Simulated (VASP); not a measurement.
# Sr2SO (P4/mmm) in VASP: further runs

The runs below take Sr2SO through single point, with PBE, RPBE, revPBE.

Program: VASP 6.6.1. These are calculated values, not measurements. Logs are shortened: lines on timing, memory, paths and dates and some standing lists are left out, and cuts for length are marked.

## 1. The cell of the first run

The structure is tetragonal, space group P4/mmm (No. 123). The conventional cell has a = 4.043 Å, b = 4.043 Å, c = 5.718 Å, α = 90.00°, β = 90.00°, γ = 90.00°. Sr (site symmetry 4/mmm) has 2 O at 2.86 Å and 4 S at 2.86 Å within 3.8 Å. Within 3.8 Å of Sr (site symmetry 4/mmm) lie 2 S at 2.86 Å and 4 O at 2.86 Å. Within 3.8 Å of S (site symmetry 4/mmm) lie 6 Sr at 2.86 Å. O (site symmetry 4/mmm) has 6 Sr at 2.86 Å within 3.8 Å.

## 2. Single point, PBE

POSCAR

```
Sr2SO
1.0
    4.0432370000      0.0000000000      0.0000000000
    0.0000000000      4.0432370000      0.0000000000
    0.0000000000      0.0000000000      5.7180000000
Sr S O
2 1 1
Direct
    0.5000000000      0.5000000000      0.5000000000
    0.0000000000      0.0000000000      0.0000000000
    0.0000000000      0.0000000000      0.5000000000
    0.5000000000      0.5000000000      0.0000000000
```

INCAR.step1

```
SYSTEM = Sr2SO
PREC = Accurate ; ENCUT = 520
EDIFF = 1E-7 ; ISMEAR = -1
SIGMA = 0.05 ; LREAL = .False.
LASPH = .True. ; NELM = 80
ALGO = Normal ; ISIF = 2
LWAVE = .False. ; LCHARG = .True.
GGA = PE ; NBANDS = 24
```

KPOINTS.step1

```
regular mesh
0
Gamma
  4 4 3
  0 0 0
```

INCAR.step2

```
SYSTEM = Sr2SO
PREC = Accurate ; ENCUT = 520
EDIFF = 1E-7 ; ISMEAR = -5
SIGMA = 0.05 ; LREAL = .False.
LASPH = .True. ; NELM = 80
ALGO = Normal ; ISIF = 2
LWAVE = .False. ; LCHARG = .False.
GGA = PE ; LORBIT = 11
NBANDS = 24 ; NEDOS = 2001
ICHARG = 11
```

KPOINTS.step2

```
regular mesh
0
Gamma
  6 6 5
  0 0 0
```

Potentials or basis: VASP PAW PBE potentials, release 64 (Sr_sv, S, O).

Command:

```bash
$ cat potpaw_PBE.64/Sr_sv/POTCAR potpaw_PBE.64/S/POTCAR potpaw_PBE.64/O/POTCAR > POTCAR
$ cp INCAR.step1 INCAR
$ cp KPOINTS.step1 KPOINTS
$ mpirun -np 1 vasp_std > vasp.out
$ cp INCAR.step2 INCAR
$ cp KPOINTS.step2 KPOINTS
$ mpirun -np 1 vasp_std > vasp.out
```

OUTCAR:

```text
SYSTEM = Sr2SO
   PREC = Accurate
   ENCUT = 520
   EDIFF = 1E-7
   ISMEAR = -5
   LREAL = .False.
   LASPH = .True.
   NELM = 80
   ISIF = 2
   GGA = PE
   LORBIT = 11
   ICHARG = 11

 ion  position               nearest neighbor table
   1  0.500  0.500  0.500-   4 2.86   4 2.86   3 2.86   3 2.86   3 2.86   3 2.86   2 4.04   2 4.04
                             2 4.04   2 4.04   2 4.04   2 4.04   2 4.04   2 4.04
   2  0.000  0.000  0.000-   3 2.86   3 2.86   4 2.86   4 2.86   4 2.86   4 2.86   1 4.04   1 4.04
                             1 4.04   1 4.04   1 4.04   1 4.04   1 4.04   1 4.04
   3  0.000  0.000  0.500-   2 2.86   2 2.86   1 2.86   1 2.86   1 2.86   1 2.86
   4  0.500  0.500  0.000-   1 2.86   1 2.86   2 2.86   2 2.86   2 2.86   2 2.86

  LATTYP: Found a simple tetragonal cell.
 ALAT       =     4.0432370000
 C/A-ratio  =     1.4142134137

  Lattice vectors:

 A1 = (   4.0432370000,   0.0000000000,   0.0000000000)
 A2 = (   0.0000000000,   4.0432370000,   0.0000000000)
 A3 = (   0.0000000000,   0.0000000000,   5.7180000000)

Analysis of symmetry for initial positions (statically):
=====================================================================
 Subroutine PRICEL returns:
 Original cell was already a primitive cell.

 Routine SETGRP: Setting up the symmetry group for a
 simple tetragonal supercell.

 Subroutine GETGRP returns: Found 16 space group operations
 (whereof 16 operations were pure point group operations)
 out of a pool of 16 trial point group operations.

The static configuration has the point symmetry D_4h.

Analysis of symmetry for dynamics (positions and initial velocities):
=====================================================================
 Subroutine PRICEL returns:
 Original cell was already a primitive cell.

 Routine SETGRP: Setting up the symmetry group for a
 simple tetragonal supercell.

 Subroutine GETGRP returns: Found 16 space group operations
 (whereof 16 operations were pure point group operations)
 out of a pool of 16 trial point group operations.

The dynamic configuration has the point symmetry D_4h.

 Subroutine INISYM returns: Found 16 space group operations
 (whereof 16 operations are pure point group operations),
 and found     1 'primitive' translations

----------------------------------------------------------------------------------------

                                     Primitive cell

  volume of cell :      93.4765

  direct lattice vectors                    reciprocal lattice vectors
     4.043237000  0.000000000  0.000000000     0.247326585  0.000000000  0.000000000
     0.000000000  4.043237000  0.000000000     0.000000000  0.247326585  0.000000000
     0.000000000  0.000000000  5.718000000     0.000000000  0.000000000  0.174886324

  length of vectors
     4.043237000  4.043237000  5.718000000     0.247326585  0.247326585  0.174886324

  position of ions in fractional coordinates (direct lattice)
     0.500000000  0.500000000  0.500000000
     0.000000000  0.000000000  0.000000000
     0.000000000  0.000000000  0.500000000
     0.500000000  0.500000000  0.000000000

  ion indices of the primitive-cell ions
   primitive index   ion index
                 1           1
                 2           2
                 3           3
                 4           4

----------------------------------------------------------------------------------------

 KPOINTS: regular mesh

Automatic generation of k-mesh.
 Grid dimensions read from file:
 generate k-points for:    6    6    5

 Generating k-lattice:

  Cartesian coordinates                     Fractional coordinates (reciprocal lattice)
     0.041221098  0.000000000  0.000000000     0.166666667  0.000000000  0.000000000
     0.000000000  0.041221098  0.000000000     0.000000000  0.166666667  0.000000000
     0.000000000  0.000000000  0.034977265     0.000000000  0.000000000  0.200000000

  Length of vectors
     0.041221098  0.041221098  0.034977265

  Shift w.r.t. Gamma in fractional coordinates (k-lattice)
     0.000000000  0.000000000  0.000000000

 TETIRR: Found    273 inequivalent tetrahedra from     1080

 Subroutine IBZKPT returns following result:
 ===========================================

 Found     30 irreducible k-points:

 Following reciprocal coordinates:
            Coordinates               Weight
  0.000000  0.000000  0.000000      1.000000
  0.166667  0.000000  0.000000      4.000000
  0.333333  0.000000  0.000000      4.000000
  0.500000  0.000000  0.000000      2.000000
  0.166667  0.166667  0.000000      4.000000
  0.333333  0.166667  0.000000      8.000000
[... 16 lines left out ...]
  0.333333  0.000000  0.400000      8.000000
  0.500000  0.000000  0.400000      4.000000
 [... further k-points ...]
   k-points           NKPTS =     30   k-points in BZ     NKDIM =     30   number of bands    NBANDS=     24
   number of dos      NEDOS =   2001   number of ions     NIONS =      4
   total plane-waves  NPLWV =  43200
   dimension x,y,z NGX =    30 NGY =   30 NGZ =   48
   dimension x,y,z NGXF=    60 NGYF=   60 NGZF=   96
   ions per type =               2   1   1
   NGX,Y,Z   is equivalent  to a cutoff of  12.34, 12.34, 13.96 a.u.
   NGXF,Y,Z  is equivalent  to a cutoff of  24.67, 24.67, 27.91 a.u.
 SYSTEM =  Sr2SO
   PREC   = accura    normal or accurate (medium, high low for compatibility)
   ISTART =      0    job   : 0-new  1-cont  2-samecut
   ICHARG =     11    charge: 1-file 2-atom 10-const
   ISPIN  =      1    spin polarized calculation?
   LNONCOLLINEAR =      F non collinear calculations
   LSORBIT =      F    spin-orbit coupling
   LASPH  =      T    aspherical Exc in radial PAW
   ENCUT  =  520.0 eV  38.22 Ry    6.18 a.u.   7.52  7.52 10.63*2*pi/ulx,y,z
   NELM   =     80;   NELMIN=  2; NELMDL=  0     # of ELM steps
   EDIFF  = 0.1E-06   stopping-criterion for ELM
   LREAL  =      F    real-space projection
   EDIFFG = 0.1E-05   stopping-criterion for IOM
   NSW    =      0    number of steps for IOM
   IBRION =     -1    ionic relax: 0-MD 1-quasi-New 2-CG
   NFREE  =      0    steps in history (QN), initial steepest desc. (CG)
   ISIF   =      2    stress and relaxation
   ISYM   =      2    0-nonsym 1-usesym 2-fastsym
   POTIM  = 0.5000    time-step for ionic-motion
   TEBEG  =    0.0;   TEEND  =   0.0 temperature during run
   PSTRESS=    0.0 pullay stress
   NELECT =      32.0000    total number of electrons
   NUPDOWN=      -1.0000    fix difference up-down
   EMIN   =  10.00;   EMAX   =-10.00  energy-range for DOS
   EFERMI =   0.00;   METHOD = LEGACY
   ISMEAR =    -5;   SIGMA  =   0.05  broadening in eV -4-tet -1-fermi 0-gaus
   EFERMI_NEDOS =   21; number of points for ismear=-14 and -15
   IALGO  =     38    algorithm
   IMIX   =      4    mixing-type and parameters
     AMIX     =   0.40;   BMIX     =  1.00
     AMIX_MAG =   1.60;   BMIX_MAG =  1.00
  volume/ion in A,a.u.               =      23.37       157.70
  Fermi-wavevector in a.u.,A,eV,Ry     =   1.145225  2.164161 17.844574  1.311539
  Thomas-Fermi vector in A             =   2.281914
   LORBIT       =     11    0 simple, 1 ext, 2 COOP (PROOUT), +10 PAW based schemes
   GGA     = PE    functional components
   LHFCALC =     F    Hartree Fock is set to
   AEXX    =    0.0000 exact exchange contribution
   IVDW    =     0    specifies the selected vdW correction
   LEPSILON=     F    determine dielectric tensor
   LRPA    =     F    only Hartree local field effects (RPA)
 non-spin polarized calculation
 Fermi weights with tetrahedron method with Bloechl corrections
  energy-cutoff  :      520.00
  volume of cell :       93.48
 maximum number of plane-waves:      2562

 number of electron      31.9999994 magnetization

 Free energy of the ion-electron system (eV)
  ---------------------------------------------------
  ext. energy  EPLUGINS =         0.00000000
  ---------------------------------------------------
  free energy    TOTEN  =       -21.22357060 eV

  energy without entropy =      -21.22357060  energy(sigma->0) =      -21.22357060

 E-fermi :   1.8494     XC(G=0):  -9.1239

 val. band max:        1.8418094001   @ k =   0.0000   0.0000   0.0000
 cond. band min:       4.0331144361   @ k =   0.0000   0.0000   0.0000
 fundamental gap:      2.1913050360
 Fermi energy:         1.8494452882

 k-point     1 :       0.0000    0.0000    0.0000
  band No.  band energies     occupation
      1     -31.7034      2.00000
      2     -31.6245      2.00000
      3     -14.0033      2.00000
      4     -13.7479      2.00000
      5     -13.7479      2.00000
      6     -13.5648      2.00000
[... 16 lines left out ...]
     23       7.2762      0.00000
     24       8.7775      0.00000

 k-point     2 :       0.1667    0.0000    0.0000
  band No.  band energies     occupation
      1     -31.6989      2.00000
      2     -31.6229      2.00000
      3     -13.9780      2.00000
      4     -13.8681      2.00000
      5     -13.7487      2.00000
      6     -13.7293      2.00000
[... 16 lines left out ...]
     23       8.0226      0.00000
     24       9.1954      0.00000

 k-point     3 :       0.3333    0.0000    0.0000
  band No.  band energies     occupation
      1     -31.6897      2.00000
      2     -31.6198      2.00000
      3     -14.0750      2.00000
      4     -14.0197      2.00000
      5     -13.9196      2.00000
      6     -13.6875      2.00000
[... 16 lines left out ...]
     23       8.4076      0.00000
     24       9.2502      0.00000
[... 514 lines left out ...]
 k-point    23 :       0.3333    0.0000    0.4000
  band No.  band energies     occupation
      1     -31.6876      2.00000
      2     -31.6215      2.00000
      3     -14.2827      2.00000
      4     -14.2109      2.00000
      5     -13.7258      2.00000
      6     -13.6752      2.00000
[... 16 lines left out ...]
     23       9.1675      0.00000
     24       9.3273      0.00000

 k-point    24 :       0.5000    0.0000    0.4000
  band No.  band energies     occupation
      1     -31.6847      2.00000
      2     -31.6182      2.00000
      3     -14.3693      2.00000
      4     -14.3018      2.00000
      5     -13.7207      2.00000
      6     -13.6614      2.00000
[... 16 lines left out ...]
     23       9.0233      0.00000
     24       9.4479      0.00000

 [... further k-points ...]

------------------------ aborting loop because EDIFF is reached ----------------------------------------

  FORCE on cell =-STRESS in cart. coord.  units (eV):
  Direction    XX          YY          ZZ          XY          YZ          ZX
  --------------------------------------------------------------------------------------
  -------------------------------------------------------------------------------------
  Total       -0.0724411     -0.0724411     -0.0147664      0.0000000      0.0000000      0.0000000
  in kB       -1.2416323     -1.2416323     -0.2530948      0.0000000      0.0000000      0.0000000
  external PRESSURE =      -0.9121198 kB  Pullay stress =       0.0000000 kB

 VOLUME and BASIS-vectors are now :
 -----------------------------------------------------------------------------
  energy-cutoff  :      520.00
  volume of cell :       93.48
      direct lattice vectors                 reciprocal lattice vectors
     4.043237000  0.000000000  0.000000000     0.247326585  0.000000000  0.000000000
     0.000000000  4.043237000  0.000000000     0.000000000  0.247326585  0.000000000
     0.000000000  0.000000000  5.718000000     0.000000000  0.000000000  0.174886324

 POSITION                                       TOTAL-FORCE (eV/Angst)
 -----------------------------------------------------------------------------------
      2.02162      2.02162      2.85900         0.000000      0.000000      0.000000
      0.00000      0.00000      0.00000         0.000000      0.000000      0.000000
      0.00000      0.00000      2.85900         0.000000      0.000000      0.000000
      2.02162      2.02162      0.00000         0.000000      0.000000      0.000000
 -----------------------------------------------------------------------------------
    total drift:                                0.000000      0.000000     -0.000000

  FREE ENERGIE OF THE ION-ELECTRON SYSTEM (eV)
  ---------------------------------------------------
  free  energy   TOTEN  =       -21.2235705992 eV

  energy  without entropy=      -21.2235705992  energy(sigma->0) =      -21.22357060

 total charge

# of ion       s       p       d       tot
------------------------------------------
    1        2.014   5.800   0.232   8.046
    2        2.008   5.782   0.191   7.981
    3        1.318   2.524   0.000   3.842
    4        1.552   3.309   0.000   4.861
--------------------------------------------------
tot          6.893  17.414   0.423  24.731
```

Wall time 2.2 min (1 thread of AMD EPYC 7R13, shared host); peak memory 0.19 GiB.

What came out:

```yaml
Valence_electrons_inside_the_program's_atomic_spheres: Sr 8.05, 7.98; S 3.84; O 4.86
```

[end of part 1 of 2]
